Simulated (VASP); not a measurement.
# Cr (Im-3m) in VASP: settings compared

Aim: see how the results for Cr move with the level of theory and the settings. Levels: RPBE+D3(BJ), revPBE+D3(BJ), RPBE, PBE. Tasks: single point.

All numbers are computed with VASP 6.6.1; they aren't measurements. Logs are shortened: lines on timing, memory, paths and dates and some standing lists are left out, and cuts for length are marked.

**1. The cell of the first run**

Symmetry: Im-3m, No. 229, cubic system. The conventional cell has a = 2.741 Å, b = 2.741 Å, c = 2.741 Å, α = 90.00°, β = 90.00°, γ = 90.00°. Cr (site symmetry m-3m) has 14 Cr at 2.37 to 2.74 Å within 3.1 Å.

**2. Single point, RPBE+D3(BJ), collinear spin, ferromagnetic start**

INCAR reads:

```
  ALGO = Normal
  EDIFF = 1E-6
  ENCUT = 520
  GGA = RP
  ISIF = 2
  ISMEAR = -1
  ISPIN = 2
  IVDW = 12
  LASPH = T
  LCHARG = F
  LMAXMIX = 4
  LORBIT = 11
  LREAL = F
  LWAVE = F
  MAGMOM = 3
  NBANDS = 16
  NELM = 150
  PREC = Accurate
  SIGMA = 0.05
```

KPOINTS reads:

```
k-points
0
Gamma
  12 12 12
```

POSCAR reads:

```
Cr
1.0
   -1.3705035365      1.3705035365      1.3705035365
    1.3705035365     -1.3705035365      1.3705035365
    1.3705035365      1.3705035365     -1.3705035365
Cr
1
Direct
    0.0000000000      0.0000000000      0.0000000000
```

Potentials or basis: VASP PAW PBE potentials, release 64 (Cr_pv).

Run with:

```sh
cat potpaw_PBE.64/Cr_pv/POTCAR > POTCAR
mpirun -np 1 vasp_std > vasp.out
```

OUTCAR:

```text
EDIFF = 1E-6
   ENCUT = 520
   GGA = RP
   ISIF = 2
   ISMEAR = -1
   ISPIN = 2
   IVDW = 12
   LASPH = T
   LORBIT = 11
   LREAL = F
   NELM = 150
   PREC = Accurate
 IVDW          = 12

 ion  position               nearest neighbor table
   1  0.000  0.000  0.000-

  LATTYP: Found a body centered cubic cell.
 ALAT       =     2.7410070730

  Lattice vectors:

 A1 = (  -1.3705035365,   1.3705035365,   1.3705035365)
 A2 = (   1.3705035365,  -1.3705035365,   1.3705035365)
 A3 = (   1.3705035365,   1.3705035365,  -1.3705035365)

Analysis of symmetry for initial positions (statically):
=====================================================================
 Subroutine PRICEL returns:
 Original cell was already a primitive cell.

 Routine SETGRP: Setting up the symmetry group for a
 body centered cubic supercell.

 Subroutine GETGRP returns: Found 48 space group operations
 (whereof 48 operations were pure point group operations)
 out of a pool of 48 trial point group operations.

The static configuration has the point symmetry O_h .

Analysis of symmetry for dynamics (positions and initial velocities):
=====================================================================
 Subroutine PRICEL returns:
 Original cell was already a primitive cell.

 Routine SETGRP: Setting up the symmetry group for a
 body centered cubic supercell.

 Subroutine GETGRP returns: Found 48 space group operations
 (whereof 48 operations were pure point group operations)
 out of a pool of 48 trial point group operations.

The dynamic configuration has the point symmetry O_h .

Analysis of structural, dynamic, and magnetic symmetry:
=====================================================================
 Subroutine PRICEL returns:
 Original cell was already a primitive cell.

 Routine SETGRP: Setting up the symmetry group for a
 body centered cubic supercell.

 Subroutine GETGRP returns: Found 48 space group operations
 (whereof 48 operations were pure point group operations)
 out of a pool of 48 trial point group operations.

The overall configuration has the point symmetry O_h .

 Subroutine INISYM returns: Found 48 space group operations
 (whereof 48 operations are pure point group operations),
 and found     1 'primitive' translations

----------------------------------------------------------------------------------------

                                     Primitive cell

  volume of cell :      10.2968

  direct lattice vectors                    reciprocal lattice vectors
    -1.370503537  1.370503537  1.370503537     0.000000000  0.364829412  0.364829412
     1.370503537 -1.370503537  1.370503537     0.364829412  0.000000000  0.364829412
     1.370503537  1.370503537 -1.370503537     0.364829412  0.364829412  0.000000000

  length of vectors
     2.373781757  2.373781757  2.373781757     0.515946703  0.515946703  0.515946703

  position of ions in fractional coordinates (direct lattice)
     0.000000000  0.000000000  0.000000000

  ion indices of the primitive-cell ions
   primitive index   ion index
                 1           1

----------------------------------------------------------------------------------------

 KPOINTS: k-points

Automatic generation of k-mesh.
 Grid dimensions read from file:
 generate k-points for:   12   12   12

 Generating k-lattice:

  Cartesian coordinates                     Fractional coordinates (reciprocal lattice)
     0.000000000  0.030402451  0.030402451     0.083333333  0.000000000  0.000000000
     0.030402451  0.000000000  0.030402451     0.000000000  0.083333333  0.000000000
     0.030402451  0.030402451  0.000000000     0.000000000  0.000000000  0.083333333

  Length of vectors
     0.042995559  0.042995559  0.042995559

  Shift w.r.t. Gamma in fractional coordinates (k-lattice)
     0.000000000  0.000000000  0.000000000

 Subroutine IBZKPT returns following result:
 ===========================================

 Found     72 irreducible k-points:

 Following reciprocal coordinates:
            Coordinates               Weight
  0.000000  0.000000  0.000000      1.000000
  0.083333  0.000000  0.000000     12.000000
  0.166667  0.000000  0.000000     12.000000
  0.250000  0.000000  0.000000     12.000000
  0.333333  0.000000  0.000000     12.000000
  0.416667  0.000000  0.000000     12.000000
[... 16 lines left out ...]
  0.333333  0.083333  0.083333     24.000000
  0.416667  0.083333  0.083333     12.000000
 [... further k-points ...]
   k-points           NKPTS =     72   k-points in BZ     NKDIM =     72   number of bands    NBANDS=     16
   number of dos      NEDOS =    301   number of ions     NIONS =      1
   total plane-waves  NPLWV =   5832
   dimension x,y,z NGX =    18 NGY =   18 NGZ =   18
   dimension x,y,z NGXF=    36 NGYF=   36 NGZF=   36
   ions per type =               1
   NGX,Y,Z   is equivalent  to a cutoff of  12.61, 12.61, 12.61 a.u.
   NGXF,Y,Z  is equivalent  to a cutoff of  25.21, 25.21, 25.21 a.u.
 SYSTEM =  unknown system
   PREC   = accura    normal or accurate (medium, high low for compatibility)
   ISTART =      0    job   : 0-new  1-cont  2-samecut
   ICHARG =      2    charge: 1-file 2-atom 10-const
   ISPIN  =      2    spin polarized calculation?
   LNONCOLLINEAR =      F non collinear calculations
   LSORBIT =      F    spin-orbit coupling
   LASPH  =      T    aspherical Exc in radial PAW
   ENCUT  =  520.0 eV  38.22 Ry    6.18 a.u.   4.41  4.41  4.41*2*pi/ulx,y,z
   NELM   =    150;   NELMIN=  2; NELMDL= -5     # of ELM steps
   EDIFF  = 0.1E-05   stopping-criterion for ELM
   LREAL  =      F    real-space projection
   EDIFFG = 0.1E-04   stopping-criterion for IOM
   NSW    =      0    number of steps for IOM
   IBRION =     -1    ionic relax: 0-MD 1-quasi-New 2-CG
   NFREE  =      0    steps in history (QN), initial steepest desc. (CG)
   ISIF   =      2    stress and relaxation
   ISYM   =      2    0-nonsym 1-usesym 2-fastsym
   POTIM  = 0.5000    time-step for ionic-motion
   TEBEG  =    0.0;   TEEND  =   0.0 temperature during run
   PSTRESS=    0.0 pullay stress
   NELECT =      12.0000    total number of electrons
   NUPDOWN=      -1.0000    fix difference up-down
   EMIN   =  10.00;   EMAX   =-10.00  energy-range for DOS
   EFERMI =   0.00;   METHOD = LEGACY
   ISMEAR =    -1;   SIGMA  =   0.05  broadening in eV -4-tet -1-fermi 0-gaus
   EFERMI_NEDOS =   21; number of points for ismear=-14 and -15
   IALGO  =     38    algorithm
   IMIX   =      4    mixing-type and parameters
     AMIX     =   0.40;   BMIX     =  1.00
     AMIX_MAG =   1.60;   BMIX_MAG =  1.00
  volume/ion in A,a.u.               =      10.30        69.49
  Fermi-wavevector in a.u.,A,eV,Ry     =   1.722801  3.255622 40.382676  2.968043
  Thomas-Fermi vector in A             =   2.798797
   LORBIT       =     11    0 simple, 1 ext, 2 COOP (PROOUT), +10 PAW based schemes
   GGA     = RP    functional components
   LHFCALC =     F    Hartree Fock is set to
   AEXX    =    0.0000 exact exchange contribution
   IVDW    =    12    specifies the selected vdW correction
   LEPSILON=     F    determine dielectric tensor
   LRPA    =     F    only Hartree local field effects (RPA)
 spin polarized calculation
  energy-cutoff  :      520.00
  volume of cell :       10.30
 maximum number of plane-waves:       286
 NGX is ok and might be reduce to    18
   NGX =  9   NGY =  9   NGZ =  9

 number of electron      11.9999994 magnetization      -0.0008518

 number of electron      11.9999994 magnetization       0.0000437

 Free energy of the ion-electron system (eV)
  ---------------------------------------------------
  ext. energy  EPLUGINS =         0.00000000
  ---------------------------------------------------
  free energy    TOTEN  =        -8.81865990 eV

  energy without entropy =       -8.81568885  energy(sigma->0) =       -8.81717437

 E-fermi :  12.8127     XC(G=0): -14.2406

 val. band max:       12.7672010937   @ k =   0.4167   0.0833   0.0833
 cond. band min:      12.8629431550   @ k =  -0.1667   0.2500   0.0833
 fundamental gap:      0.0957420613
 Fermi energy:        12.8127103793

 spin component 1

 k-point     1 :       0.0000    0.0000    0.0000
  band No.  band energies     occupation
      1     -29.7888      1.00000
      2     -29.7888      1.00000
      3     -29.7888      1.00000
      4       4.5575      1.00000
      5      11.7554      1.00000
      6      11.7554      1.00000
[... 8 lines left out ...]
     15      44.6574      0.00000
     16      50.4722      0.00000

 k-point     2 :       0.0833    0.0000    0.0000
  band No.  band energies     occupation
      1     -29.8814      1.00000
      2     -29.8165      1.00000
      3     -29.7898      1.00000
      4       4.8933      1.00000
      5      11.6162      1.00000
      6      11.7276      1.00000
[... 8 lines left out ...]
     15      45.3128      0.00000
     16      47.8506      0.00000

 k-point     3 :       0.1667    0.0000    0.0000
  band No.  band energies     occupation
      1     -30.1299      1.00000
      2     -29.8911      1.00000
      3     -29.7920      1.00000
      4       5.8184      1.00000
      5      11.2509      1.00000
      6      11.5802      1.00000
[... 8 lines left out ...]
     15      44.5628      0.00000
     16      45.2764      0.00000
[... 362 lines left out ...]
 k-point    23 :       0.3333    0.0833    0.0833
  band No.  band energies     occupation
      1     -30.9482      1.00000
      2     -30.2121      1.00000
      3     -29.8829      1.00000
      4       8.3921      1.00000
      5       9.9493      1.00000
      6      12.1786      1.00000
[... 8 lines left out ...]
     15      46.9099      0.00000
     16      48.1918      0.00000

 k-point    24 :       0.4167    0.0833    0.0833
  band No.  band energies     occupation
      1     -31.0048      1.00000
      2     -30.2528      1.00000
      3     -29.8857      1.00000
      4       8.3155      1.00000
      5       9.8609      1.00000
      6      12.7672      0.71316
[... 8 lines left out ...]
     15      47.0993      0.00000
     16      47.5146      0.00000

 [... further k-points ...]

 spin component 2

 k-point     1 :       0.0000    0.0000    0.0000
  band No.  band energies     occupation
      1     -29.7888      1.00000
      2     -29.7888      1.00000
      3     -29.7888      1.00000
      4       4.5575      1.00000
      5      11.7554      1.00000
      6      11.7554      1.00000
[... 8 lines left out ...]
     15      44.6575      0.00000
     16      50.4722      0.00000

 k-point     2 :       0.0833    0.0000    0.0000
  band No.  band energies     occupation
      1     -29.8814      1.00000
      2     -29.8165      1.00000
      3     -29.7898      1.00000
      4       4.8934      1.00000
      5      11.6162      1.00000
      6      11.7276      1.00000
[... 8 lines left out ...]
     15      45.3129      0.00000
     16      47.8507      0.00000

 k-point     3 :       0.1667    0.0000    0.0000
  band No.  band energies     occupation
      1     -30.1299      1.00000
      2     -29.8911      1.00000
      3     -29.7920      1.00000
      4       5.8184      1.00000
      5      11.2509      1.00000
      6      11.5803      1.00000
[... 8 lines left out ...]
     15      44.5628      0.00000
     16      45.2764      0.00000
[... 362 lines left out ...]
 k-point    23 :       0.3333    0.0833    0.0833
  band No.  band energies     occupation
      1     -30.9481      1.00000
      2     -30.2121      1.00000
      3     -29.8829      1.00000
      4       8.3921      1.00000
      5       9.9494      1.00000
      6      12.1786      1.00000
[... 8 lines left out ...]
     15      46.9099      0.00000
     16      48.1918      0.00000

 k-point    24 :       0.4167    0.0833    0.0833
  band No.  band energies     occupation
      1     -31.0048      1.00000
      2     -30.2527      1.00000
      3     -29.8857      1.00000
      4       8.3155      1.00000
      5       9.8609      1.00000
      6      12.7672      0.71304
[... 8 lines left out ...]
     15      47.0994      0.00000
     16      47.5147      0.00000

 [... further k-points ...]

------------------------ aborting loop because EDIFF is reached ----------------------------------------

 Edisp (eV)   -2.89639

 E8    (eV) :    -1.9012

  FORCE on cell =-STRESS in cart. coord.  units (eV):
  Direction    XX          YY          ZZ          XY          YZ          ZX
  --------------------------------------------------------------------------------------
  -------------------------------------------------------------------------------------
  Total      -0.01156    -0.01156    -0.01156     0.00000     0.00000     0.00000
  in kB      -1.79932    -1.79932    -1.79932     0.00000     0.00000     0.00000
  external pressure =       -1.80 kB  Pullay stress =        0.00 kB

 VOLUME and BASIS-vectors are now :
 -----------------------------------------------------------------------------
  energy-cutoff  :      520.00
  volume of cell :       10.30
      direct lattice vectors                 reciprocal lattice vectors
    -1.370503537  1.370503537  1.370503537     0.000000000  0.364829412  0.364829412
     1.370503537 -1.370503537  1.370503537     0.364829412  0.000000000  0.364829412
     1.370503537  1.370503537 -1.370503537     0.364829412  0.364829412  0.000000000

 POSITION                                       TOTAL-FORCE (eV/Angst)
 -----------------------------------------------------------------------------------
      0.00000      0.00000      0.00000         0.000000      0.000000     -0.000000
 -----------------------------------------------------------------------------------
    total drift:                                0.000000     -0.000000      0.000000

  FREE ENERGIE OF THE ION-ELECTRON SYSTEM (eV)
  ---------------------------------------------------
  free  energy   TOTEN  =       -11.7150515599 eV

  energy  without entropy=      -11.7120805100  energy(sigma->0) =      -11.71356603

 total charge

# of ion       s       p       d       tot
------------------------------------------
    1        0.503   6.480   4.368  11.351

 magnetization (x)

# of ion       s       p       d       tot
------------------------------------------
    1       -0.000   0.000   0.000   0.000
```

It took 42 s on 1 thread of Intel Xeon 8259CL, shared host; peak memory 0.15 GiB.

What came out:

```
Free energy                                           : -11.7151 eV
Pressure                                              : -0.2 GPa
Band gap on the k mesh                                : zero (filled and empty bands overlap)
Net moment                                            : 0.00 μB per cell
Valence electrons inside the program's atomic spheres : Cr 11.35
Dispersion energy per atom                            : -2.896 eV
```

Caveat: the PAW data sets were made with another functional, which shifts forces and pressure a little.

**3. Single point, revPBE+D3(BJ), collinear spin, ferromagnetic start**

This run uses another cell than the first one, of 11.09 Å³/atom.

INCAR reads:

```
PREC = Accurate
ENCUT = 520
EDIFF = 1E-6
ISMEAR = -1
SIGMA = 0.05
LREAL = False
LASPH = True
NELM = 150
ALGO = Normal
ISIF = 2
LWAVE = False
LCHARG = False
ISPIN = 2
MAGMOM = 3
LORBIT = 11
LMAXMIX = 4
GGA = RE
IVDW = 12
NBANDS = 16
```

KPOINTS reads:

```
regular mesh
0
Gamma
  12 12 12
```

POSCAR reads:

```
Cr
1.0
   -1.4046297607      1.4046297607      1.4046297607
    1.4046297607     -1.4046297607      1.4046297607
    1.4046297607      1.4046297607     -1.4046297607
Cr
1
Direct
    0.0000000000      0.0000000000      0.0000000000
```

Potentials or basis: VASP PAW PBE potentials, release 64 (Cr_pv).

Run with:

```sh
cat potpaw_PBE.64/Cr_pv/POTCAR > POTCAR
mpirun -np 1 vasp_std > vasp.out
```

OUTCAR:

```text
PREC = Accurate
   ENCUT = 520
   EDIFF = 1E-6
   ISMEAR = -1
   LREAL = False
   LASPH = True
   NELM = 150
   ISIF = 2
   ISPIN = 2
   LORBIT = 11
   GGA = RE
   IVDW = 12
 IVDW          = 12

 ion  position               nearest neighbor table
   1  0.000  0.000  0.000-

  LATTYP: Found a body centered cubic cell.
 ALAT       =     2.8092595214

  Lattice vectors:

 A1 = (  -1.4046297607,   1.4046297607,   1.4046297607)
 A2 = (   1.4046297607,  -1.4046297607,   1.4046297607)
 A3 = (   1.4046297607,   1.4046297607,  -1.4046297607)

Analysis of symmetry for initial positions (statically):
=====================================================================
 Subroutine PRICEL returns:
 Original cell was already a primitive cell.

 Routine SETGRP: Setting up the symmetry group for a
 body centered cubic supercell.

 Subroutine GETGRP returns: Found 48 space group operations
 (whereof 48 operations were pure point group operations)
 out of a pool of 48 trial point group operations.

The static configuration has the point symmetry O_h .

Analysis of symmetry for dynamics (positions and initial velocities):
[... 641 lines left out ...]
 k-point     1 :       0.0000    0.0000    0.0000
  band No.  band energies     occupation
      1     -31.0427      1.00000
      2     -31.0427      1.00000
      3     -31.0427      1.00000
      4       3.6429      1.00000
      5      10.7052      1.00000
      6      10.7052      1.00000
[... 435 lines left out ...]
      5       8.9879      1.00000
      6      11.5150      0.93610
[... 8 lines left out ...]
     15      44.5328      0.00000
     16      44.7378      0.00000

 [... further k-points ...]

------------------------ aborting loop because EDIFF is reached ----------------------------------------

 Edisp (eV)   -0.98795

 E8    (eV) :    -0.6985

  FORCE on cell =-STRESS in cart. coord.  units (eV):
  Direction    XX          YY          ZZ          XY          YZ          ZX
  --------------------------------------------------------------------------------------
  -------------------------------------------------------------------------------------
  Total      -0.02373    -0.02373    -0.02373     0.00000     0.00000     0.00000
  in kB      -3.42936    -3.42936    -3.42936     0.00000     0.00000     0.00000
  external pressure =       -3.43 kB  Pullay stress =        0.00 kB

 VOLUME and BASIS-vectors are now :
 -----------------------------------------------------------------------------
  energy-cutoff  :      520.00
  volume of cell :       11.09
      direct lattice vectors                 reciprocal lattice vectors
    -1.404629761  1.404629761  1.404629761     0.000000000  0.355965689  0.355965689
     1.404629761 -1.404629761  1.404629761     0.355965689  0.000000000  0.355965689
     1.404629761  1.404629761 -1.404629761     0.355965689  0.355965689  0.000000000

 POSITION                                       TOTAL-FORCE (eV/Angst)
 -----------------------------------------------------------------------------------
      0.00000      0.00000      0.00000        -0.000000     -0.000000      0.000000
 -----------------------------------------------------------------------------------
    total drift:                                0.000000      0.000000      0.000000

  FREE ENERGIE OF THE ION-ELECTRON SYSTEM (eV)
  ---------------------------------------------------
  free  energy   TOTEN  =       -10.0683822835 eV

  energy  without entropy=      -10.0650047338  energy(sigma->0) =      -10.06669351

 total charge

# of ion       s       p       d       tot
------------------------------------------
    1        0.468   6.428   4.266  11.161

 magnetization (x)

# of ion       s       p       d       tot
------------------------------------------
    1       -0.000   0.000   0.000   0.000
```

Run time: 41 s. Hardware: 1 thread of Intel Xeon 8259CL, shared host; peak memory 0.15 GiB.

What came out:

```yaml
Free_energy: -10.0684 eV
Pressure: -0.3 GPa
Band_gap_on_the_k_mesh: zero (filled and empty bands overlap)
Net_moment: 0.00 μB per cell
Valence_electrons_inside_the_program's_atomic_spheres: Cr 11.16
Dispersion_energy_per_atom: -0.988 eV
```

Caveat: the PAW data sets were made with another functional, which shifts forces and pressure a little.

(Part 1 of 2 ends here.)
